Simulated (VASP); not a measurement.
Pb, 1 atom in the cell. It takes space group Fm-3m (No. 225, cubic). The conventional cell has a = 4.825 Å, b = 4.825 Å, c = 4.825 Å, α = 90.00°, β = 90.00°, γ = 90.00°. Within 4.5 Å of Pb (site symmetry m-3m) lie 12 Pb at 3.41 Å. 

| Quantity | Value |
| --- | --- |
| Program | VASP 6.6.1 |
| Task | elastic constants |
| Functional | LDA |
| Potentials or basis | VASP PAW LDA potentials, release 64 (Pb_d) |
| Cutoff | 600 eV |
| k mesh | 20 × 20 × 20 |
| Occupations | fermi-dirac, width 0.08 eV |
| Spin | no spin polarisation |
| Dipole correction | no |
| Ions in elastic constants | relaxed |
| Further INCAR settings | ALGO = Normal; EDIFF = 1e-08; IBRION = 6; POTIM = 0.015; NSW = 1; ISIF = 3 |

Potentials or basis: VASP PAW LDA potentials, release 64 (Pb_d).

The run is started by

```bash
$ cat potpaw_LDA.64/Pb_d/POTCAR > POTCAR
$ mpirun -np 1 vasp_std > vasp.out
```

Hardware: 1 thread of Intel(R) Xeon(R) 6975P-C (Granite Rapids), on a shared host.

Task: How long does it take, and how much memory?

Result: Wall time 33 min on 1 thread of Intel(R) Xeon(R) 6975P-C (Granite Rapids) (shared host), peak memory 1.3 GiB. Counts: scf iterations 143, k points 256.
